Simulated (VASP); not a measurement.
Write the native input for VASP 6.6.1 that does the following.

```
Task                   : relaxation of cell and atoms
Functional             : PBE
Potentials or basis    : VASP PAW PBE potentials, release 64 (Be, Te, Se)
Cutoff                 : 600 eV
k mesh                 : 3 × 3 × 2
Occupations            : gaussian, width 0.15 eV
Spin                   : no spin polarisation
Dipole correction      : no
Further INCAR settings : ALGO = Normal; EDIFF = 1e-07; IBRION = 2; EDIFFG = -0.08; NSW = 36; ISIF = 3
```

The structure of Be3TeSe2 lies in POSCAR:

```
Be3TeSe2
1.0
    4.7445698000      0.0000000000      0.0000000000
   -2.3722849000      4.1089179700      0.0000000000
    0.0000000000      0.0000000000      7.0706295200
Be Te Se
3 1 2
Direct
    0.6666666700      0.3333333300      0.6662761000
    0.6666666700      0.3333333300      0.3337239000
    0.0000000000      0.0000000000      0.0000000000
    0.3333333300      0.6666666700      0.0000000000
    0.3333333300      0.6666666700      0.5000000000
    0.6666666700      0.3333333300      0.0000000000
```

The cell was generated, and may not be a known phase.

One way to write it, as run:

INCAR

```
SYSTEM = Be3TeSe2
ALGO     = Normal         ! electronic algorithm
EDIFF    = 1E-7           ! SCF threshold, eV
EDIFFG   = -0.08          ! ionic threshold
ENCUT    = 600            ! plane-wave cutoff, eV
GGA      = PE             ! functional
GGA_COMPAT= .FALSE.      
IBRION   = 2              ! ionic algorithm
ISIF     = 3              ! what is computed and relaxed
ISMEAR   = 0              ! smearing method
LASPH    = .TRUE.         ! aspherical terms in the spheres
LCHARG   = .FALSE.        ! write CHGCAR
LREAL    = .FALSE.        ! projectors in reciprocal space
LWAVE    = .FALSE.        ! write WAVECAR
NELM     = 120            ! most SCF steps
NELMIN   = 4            
NSW      = 36             ! ionic steps
PREC     = Accurate       ! precision mode
SIGMA    = 0.15           ! smearing width, eV
```

KPOINTS

```
k-points
0
G
  3 3 2
  0 0 0
```

Potentials or basis: VASP PAW PBE potentials, release 64 (Be, Te, Se).

The run is started by

```sh
$ cat potpaw_PBE.64/Be/POTCAR potpaw_PBE.64/Te/POTCAR potpaw_PBE.64/Se/POTCAR > POTCAR
$ mpirun -np 1 vasp_std > vasp.out
```

Results of the run:

| Quantity | Value |
| --- | --- |
| Relaxed volume | 22.55 Å³/atom |
| Relaxed cell | a = 5.018 Å, b = 5.018 Å, c = 6.205 Å, α = 90.00°, β = 90.00°, γ = 120.00° |
| Space group after relaxing (to 0.1 Å) | P-6m2 (No. 187) |
| Pressure after relaxing | 0.0 GPa |
| Largest force after relaxing | 0.022 eV/Å |
| Band gap on the k mesh | zero (bands 12 and 13 overlap by 1.34 eV) |

Caveat: the k points lie up to 0.51 Å⁻¹ apart in the final cell, too coarse for converged energies and pressures of a metal; spin-orbit coupling is left out, which moves the levels of the heavy elements.

Run time: 92 s on 1 thread of Intel(R) Xeon(R) 6975P-C (Granite Rapids) (shared host), peak memory 0.3 GiB.
